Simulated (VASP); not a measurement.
A run of VASP 6.6.1 is set up as follows.

Contents of POSCAR:

```
BAs
1.0
    0.0000000000      2.3600307165      2.3600307165
    2.3600307165      0.0000000000      2.3600307165
    2.3600307165      2.3600307165      0.0000000000
B As
1 1
Direct
    0.0000000000      0.0000000000      0.0000000000
    0.2500000000      0.2500000000      0.2500000000
```

The input INCAR.step1:

```
PREC = Accurate ; ENCUT = 500
EDIFF = 1E-8 ; ISMEAR = 0
SIGMA = 0.01 ; LREAL = False
LASPH = True ; NELM = 80
ALGO = Normal ; LWAVE = True
LCHARG = False ; GGA = PS
```

File INCAR.step2:

```
PREC = Accurate ; ENCUT = 500
EDIFF = 1E-8 ; ISMEAR = 0
SIGMA = 0.01 ; LREAL = False
LASPH = True ; NELM = 1
ALGO = Exact ; LWAVE = True
LCHARG = False ; GGA = PS
NBANDS = 63 ; LOPTICS = True
ISTART = 1
```

INCAR.step3

```
PREC = Accurate ; ENCUT = 500
EDIFF = 1E-8 ; ISMEAR = 0
SIGMA = 0.01 ; LREAL = False
LASPH = True ; ALGO = EVGW0
LWAVE = False ; LCHARG = False
GGA = PS ; NELMGW = 1
NBANDS = 63 ; ENCUTGW = 100.0
NOMEGA = 48 ; PRECFOCK = Fast
ISTART = 1 ; NBANDSGW = 12
```

KPOINTS

```
regular mesh
0
Gamma
  4 4 4
```

Potentials or basis: VASP PAW PBE potentials, release 64 (B_GW, As_GW).

Run with:

```console
$ cat potpaw_PBE.64/B_GW/POTCAR potpaw_PBE.64/As_GW/POTCAR > POTCAR
$ cp INCAR.step1 INCAR
$ mpirun -np 1 vasp_std > vasp.out
$ cp INCAR.step2 INCAR
$ mpirun -np 1 vasp_std > vasp.out
$ cp INCAR.step3 INCAR
$ mpirun -np 1 vasp_std > vasp.out
```

What does it give for the quasiparticle gap?

1.87 eV.

What does it give for the least direct quasiparticle gap?

4.06 eV.

Predict the band gap of the starting levels on the mesh.

1.25 eV.

Caveat: the k points lie up to 0.58 Å⁻¹ apart; bands, screening cutoff and mesh are small and nothing is extrapolated, so the quasiparticle values aren't converged.
